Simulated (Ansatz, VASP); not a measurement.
**CoW3: VASP beside Ansatz**

```
W Co
1.0
     0.00000    3.10639    3.10639
     3.10639    0.00000    3.10639
     3.10639    3.10639    0.00000
W Co
3 1
Direct
  0.25000 0.25000 0.25000
  0.75000 0.75000 0.75000
  0.50000 0.50000 0.50000
  0.00000 0.00000 0.00000
```

Alike in both runs: task single point; functional r2SCAN; k mesh 12 × 12 × 12; occupations gaussian, width 0.1 eV; no spin polarisation.

|  | VASP | Ansatz |
| --- | --- | --- |
| version | VASP 6.6.1 | Ansatz 0.2.0 |
| potentials or method | VASP PAW PBE potentials, release 64 (W_sv, Co), cutoff 520 eV | scalar-relativistic, plane waves, PAW |
| valence electrons in the cell | 51 | 59 |

|  | VASP | Ansatz | Ansatz less VASP |
| --- | --- | --- | --- |
| gap on the k mesh at the Fermi level (eV) | none | none | - |
| pressure (GPa) | -6.2 | -7.3 | -1.05 |

VASP's potentials were made for PBE, not for r2SCAN. A gap of «none» marks a metal or a gap that the smearing closes. With one functional, cell and mesh, what is left measures potentials, basis and numerics. VASP's potentials hold 51 valence electrons a cell and Ansatz's 59, so a difference there can come from the potentials and not from the codes.

Neither program's run includes spin-orbit coupling.
